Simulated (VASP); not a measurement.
## CsB3N3: single point with PBE

CsB3N3:

```
Cs B N
1.0
     4.36877    0.00000    0.00000
    -2.18438    3.78346    0.00000
     0.00000    0.00000    9.62359
Cs B N
1 3 3
Direct
  0.00000 0.00000 0.50000
  0.33333 0.66667 0.00000
  0.66667 0.33333 0.00000
  0.00000 0.00000 0.00000
  0.33328 0.00000 0.00000
  0.00000 0.33328 0.00000
  0.66672 0.66672 0.00000
```

```
Program             : VASP 6.6.1
Task                : single point
Functional          : PBE
Potentials or basis : VASP PAW PBE potentials, release 64 (Cs_sv, B, N)
Cutoff              : 520 eV
k mesh              : 6 × 6 × 2
Occupations         : gaussian, width 0.2 eV
Spin                : no spin polarisation
```

```
Pressure               : 0.1 GPa
Band gap on the k mesh : zero (an odd number of electrons rules out a gap without spin polarisation)
```

Stress tensor (GPa, compression positive):
```
0.12 0.00 0.00
0.00 0.12 0.00
0.00 0.00 0.00
```

Levels at points of the mesh, in eV from the Fermi level:
| k point | band 14 | band 15 | band 16 | band 17 | band 18 | band 19 | band 20 | band 21 |
| --- | --- | --- | --- | --- | --- | --- | --- | --- |
| (0.00, 0.00, 0.00) | -5.19 | -3.83 | -3.83 | -1.62 | 0.63 | 0.77 | 0.80 | 1.18 |
| (0.50, 0.00, 0.00) | -6.97 | -6.96 | -4.72 | 0.03 | 0.73 | 0.89 | 1.84 | 2.03 |
| (0.00, 0.00, 0.50) | -5.19 | -3.83 | -3.83 | -1.44 | 0.19 | 0.75 | 0.80 | 1.37 |
| (0.50, 0.00, 0.50) | -6.97 | -6.96 | -4.72 | 0.07 | 0.55 | 0.90 | 2.15 | 2.41 |

Run time: 100 s on 1 thread of Oxide Virtual Turin-like Processor (shared host), peak memory 0.24 GiB.

Caveat: spin-orbit coupling is left out, which moves the levels of the heavy elements.
